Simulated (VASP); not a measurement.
Write the native input for VASP 6.6.1 that does the following.

| Item | Value |
| --- | --- |
| Task | single point |
| Functional | PBEsol |
| Potentials or basis | VASP PAW PBE potentials, release 64 (Al, Ni) |
| Cutoff | 520 eV |
| k mesh | 18 × 18 × 12 |
| Occupations | gaussian, width 0.1 eV |
| Spin | no spin polarisation |
| Dipole correction | no |
| Further INCAR settings | ALGO = Fast; EDIFF = 1e-06; NBANDS = 32 |

The structure of AlNi2 lies in POSCAR:

```
AlNi2
1.0
    3.9740030242      0.0000000000      0.0000000000
   -1.9870015121      3.4415875737      0.0000000000
    0.0000000000      0.0000000000      4.9042588200
Al Ni
2 4
Direct
    0.3333333333      0.6666666667      0.1898740600
    0.6666666667      0.3333333333      0.8101259400
    0.3333333333      0.6666666667      0.6851100400
    0.6666666667      0.3333333333      0.3148899600
    0.0000000000      0.0000000000      0.5000000000
    0.0000000000      0.0000000000      0.0000000000
```

These files were run (other wordings do the same):

INCAR

```
PREC     = Accurate       # precision mode
ENCUT    = 520            # plane-wave cutoff, eV
EDIFF    = 1E-6           # SCF threshold, eV
ISMEAR   = 0              # smearing method
SIGMA    = 0.1            # smearing width, eV
LREAL    = F              # projectors in reciprocal space
LASPH    = T              # aspherical terms in the spheres
NELM     = 100            # most SCF steps
ALGO     = Fast           # electronic algorithm
ISIF     = 2              # what is computed and relaxed
LWAVE    = F              # write WAVECAR
LCHARG   = T              # write CHGCAR
GGA      = PS             # functional
LELF     = T              # ELF
LVHAR    = T            
NBANDS   = 32             # bands
```

KPOINTS

```
Automatic mesh
0
Gamma
  18 18 12
```

Potentials or basis: VASP PAW PBE potentials, release 64 (Al, Ni).

Run with:

```console
$ cat potpaw_PBE.64/Al/POTCAR potpaw_PBE.64/Ni/POTCAR > POTCAR
$ mpirun -np 1 vasp_std > vasp.out
```

It gave:

```
Pressure               : 0.2 GPa
Largest force          : 0.064 eV/Å
Band gap on the k mesh : zero (band 23 reaches 13.83 eV, above the bottom of band 24 at 9.63 eV)
```

Caveat: the PAW data sets were made with another functional, which shifts forces and pressure a little.

Run time: 19 min on 1 thread of Intel(R) Xeon(R) Platinum 8259CL CPU @ 2.50GHz (Skylake/Cascade Lake), with other jobs on the host, peak memory 0.69 GiB.
